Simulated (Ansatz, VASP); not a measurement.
# Ti in VASP and in Ansatz

```
CELL_PARAMETERS angstrom
0.00000 2.07329 2.07329
2.07329 0.00000 2.07329
2.07329 2.07329 0.00000
ATOMIC_POSITIONS crystal
Ti 0.00000 0.00000 0.00000
```

Alike in both runs: functional BLYP; k mesh 13 × 13 × 13; occupations fermi-dirac, width 0.1 eV; no spin polarisation.

Ansatz relaxed the structure, and its values are those at the end. VASP's run is a single point on that final structure, the one shown.

```csv
,VASP,Ansatz
version,VASP 6.6.1,Ansatz 0.2.0
potentials or method,"VASP PAW PBE potentials, release 64 (Ti_sv), cutoff 520 eV","plane waves (420 eV) with PAW, scalar-relativistic"
valence electrons in the cell,12,12
```

|  | VASP | Ansatz | Ansatz less VASP |
| --- | --- | --- | --- |
| pressure (GPa) | 0.0 | 0.0 | +0.04 |

VASP's potentials were made for PBE, not for BLYP.
